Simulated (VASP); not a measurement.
# BaZrO3: single point with LDA

The system is BaZrO3.

```
Ba Zr O
1.0
     4.13369    0.00000    0.00000
     0.00000    4.13369    0.00000
     0.00000    0.00000    4.13369
Ba Zr O
1 1 3
Direct
  0.00000 0.00000 0.00000
  0.50000 0.50000 0.50000
  0.00000 0.50000 0.50000
  0.50000 0.00000 0.50000
  0.50000 0.50000 0.00000
```

- Program: VASP 6.6.1
- Task: single point
- Functional: LDA
- Potentials or basis: VASP PAW LDA potentials, release 64 (Ba_sv, Zr_sv, O_h)
- Cutoff: 1340 eV
- k mesh: 3 × 3 × 3
- Occupations: gaussian, width 0.01 eV
- Spin: no spin polarisation
- Dipole correction: no
- Further INCAR settings: ALGO = Normal; EDIFF = 1e-06; NBANDS = 28

```
Pressure               : 3.4 GPa
Band gap on the k mesh : 3.29 eV
```

Levels at points of the mesh, in eV from the valence-band top:
| k point | band 16 | band 17 | band 18 | band 19 | band 20 | band 21 | band 22 | band 23 | band 24 | band 25 |
| --- | --- | --- | --- | --- | --- | --- | --- | --- | --- | --- |
| (0.00, 0.00, 0.00) | -0.91 | -0.91 | 0.00 | 0.00 | 0.00 | 3.29 | 3.29 | 3.29 | 4.72 | 4.72 |

It took 16 s on 1 thread of Intel(R) Xeon(R) 6975P-C (Granite Rapids), on a shared host, peak memory 0.29 GiB.

Caveat: the k points lie up to 0.51 Å⁻¹ apart; spin-orbit coupling is left out, which moves the levels of the heavy elements; an odd mesh through Γ misses points on the zone boundary, where band edges can lie. A hybrid or GW would open this gap; LDA tends to underestimate it.
